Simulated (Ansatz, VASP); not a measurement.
**SnO3: VASP beside Ansatz**

```
Sn O
1.0
     3.42756    0.00000    0.00000
     0.00000    3.42756    0.00000
     0.00000    0.00000    3.42756
Sn O
1 3
Cartesian
  0.0000 0.0000 0.0000
  0.0000 1.7138 1.7138
  1.7138 0.0000 1.7138
  1.7138 1.7138 0.0000
```

Change from the starting cell: species swapped into the Dy3Al type (Pm-3m, No. 221).

Alike in both runs: functional PBE; k mesh 4 × 4 × 4; occupations gaussian, width 0.1 eV; no spin polarisation.

Ansatz relaxed the structure, and its values are those at the end. VASP's run is a single point on that final structure, the one shown.

|  | VASP | Ansatz |
| --- | --- | --- |
| version | VASP 6.6.1 | Ansatz 0.2.0 |
| potentials or method | VASP PAW PBE potentials, release 64 (Sn_d, O), cutoff 520 eV | scalar-relativistic, plane waves, PAW |
| valence electrons in the cell | 32 | 32 |

```tsv
	VASP	Ansatz	Ansatz less VASP
gap on the k mesh at the Fermi level (eV)	none	none	-
pressure (GPa)	0.1	0.0	-0.11
```

A gap of «none» marks a metal or a gap that the smearing closes.

The k mesh is coarse, so the values compare programs but aren't converged.
